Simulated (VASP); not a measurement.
A run of VASP 6.6.1 is set up as follows.

File POSCAR:

```
Rh
1.0
    0.0000000000      1.8999524445      1.8999524445
    1.8999524445      0.0000000000      1.8999524445
    1.8999524445      1.8999524445      0.0000000000
Rh
1
Direct
    0.0000000000      0.0000000000      0.0000000000
```

Contents of INCAR.step1:

```
PREC     = Accurate       # precision mode
ENCUT    = 520            # plane-wave cutoff, eV
ISMEAR   = 0              # smearing method
SIGMA    = 0.1            # smearing width, eV
LREAL    = False          # projectors in reciprocal space
LASPH    = True           # aspherical terms in the spheres
NELM     = 100            # most SCF steps
NBANDS   = 14             # bands
GGA      = PE             # functional
ALGO     = Normal         # electronic algorithm
EDIFF    = 1E-4           # SCF threshold, eV
LWAVE    = True           # write WAVECAR
LCHARG   = False          # write CHGCAR
```

The input INCAR.step2:

```
PREC     = Accurate       # precision mode
ENCUT    = 520            # plane-wave cutoff, eV
EDIFF    = 1E-7           # SCF threshold, eV
ISMEAR   = 0              # smearing method
SIGMA    = 0.1            # smearing width, eV
LREAL    = False          # projectors in reciprocal space
LASPH    = True           # aspherical terms in the spheres
NELM     = 100            # most SCF steps
ALGO     = Normal         # electronic algorithm
ISIF     = 2              # what is computed and relaxed
LWAVE    = False          # write WAVECAR
LCHARG   = False          # write CHGCAR
METAGGA  = R2SCAN         # meta-GGA
LMIXTAU  = True         
NBANDS   = 14             # bands
ISTART   = 1
```

The input KPOINTS:

```
regular mesh
0
Gamma
  18 18 18
```

Potentials or basis: VASP PAW PBE potentials, release 64 (Rh_pv).

Command:

```sh
$ cat potpaw_PBE.64/Rh_pv/POTCAR > POTCAR
$ cp INCAR.step1 INCAR
$ mpirun -np 1 vasp_std > vasp.out
$ cp INCAR.step2 INCAR
$ mpirun -np 1 vasp_std > vasp.out
```

Task: Estimate the pressure.

Result: 1.2 GPa.

Caveat: the PAW data sets were made with another functional, which shifts forces and pressure a little.
